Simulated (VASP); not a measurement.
Runs of VASP 6.6.1 on SnSe. The structure is that of space group Fm-3m (No. 225), or close to it. The cells are those of the table. 

```tsv
cell	gap on the mesh (eV)	pressure (GPa)
a = 4.257 Å, angles 60.0°, 2 atoms	(c)	1.0
a = 4.228 Å, angles 60.0°, 2 atoms	0.52	(a)
a = 4.342 Å, angles 60.0°, 2 atoms	0.34	(b)
a = 4.286 Å, angles 60.0°, 2 atoms	0.49	0.0
```

Alike in all rows: task single point; level PBE; potentials or basis VASP PAW PBE potentials, release 64 (Sn_d, Se); no spin polarisation; k mesh 10 × 10 × 10; cutoff (eV) 520; smearing gaussian 0.05 eV.

**Question.** Estimate the missing entries.

**Answer.** (a) 2.1; (b) -1.8; (c) 0.50.

Caveats: spin-orbit coupling is left out, which moves the levels of the heavy elements.

A k mesh can miss the band edges, and the runs leave out spin-orbit coupling on Se, Sn.
